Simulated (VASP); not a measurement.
A run of VASP 6.6.1 is set up as follows.

Contents of POSCAR:

```
Au
1.0
    0.0000000000      2.0749120936      2.0749120936
    2.0749120936      0.0000000000      2.0749120936
    2.0749120936      2.0749120936      0.0000000000
Au
1
Direct
    0.0000000000      0.0000000000      0.0000000000
```

INCAR.step1

```
SYSTEM = Au
PREC = Accurate
ENCUT = 520
ISMEAR = -1
SIGMA = 0.05
LREAL = .FALSE.
LASPH = .TRUE.
NELM = 60
NBANDS = 12
GGA = PE
ALGO = Normal
EDIFF = 1E-4
LWAVE = .TRUE.
LCHARG = .FALSE.
```

Contents of INCAR.step2:

```
SYSTEM = Au
PREC = Accurate
ENCUT = 520
EDIFF = 1E-7
ISMEAR = -1
SIGMA = 0.05
LREAL = .FALSE.
LASPH = .TRUE.
NELM = 60
ALGO = Normal
ISIF = 2
LWAVE = .FALSE.
LCHARG = .TRUE.
METAGGA = R2SCAN
LMIXTAU = .TRUE.
LELF = .TRUE.
LVHAR = .TRUE.
NBANDS = 12
ISTART = 1
```

File KPOINTS:

```
Automatic mesh
0
G
  11 11 11
  0 0 0
```

Potentials or basis: VASP PAW PBE potentials, release 64 (Au).

Launch:

```console
$ cat potpaw_PBE.64/Au/POTCAR > POTCAR
$ cp INCAR.step1 INCAR
$ mpirun -np 1 vasp_std > vasp.out
$ cp INCAR.step2 INCAR
$ mpirun -np 1 vasp_std > vasp.out
```

(1) What does it give for the band gap on the k mesh?

(2) Estimate the pressure.

Answers

(1) zero (an odd number of electrons rules out a gap without spin polarisation).

(2) -2.6 GPa.

Caveat: the PAW data sets were made with another functional, which shifts forces and pressure a little; spin-orbit coupling is left out, which moves the levels of the heavy elements.
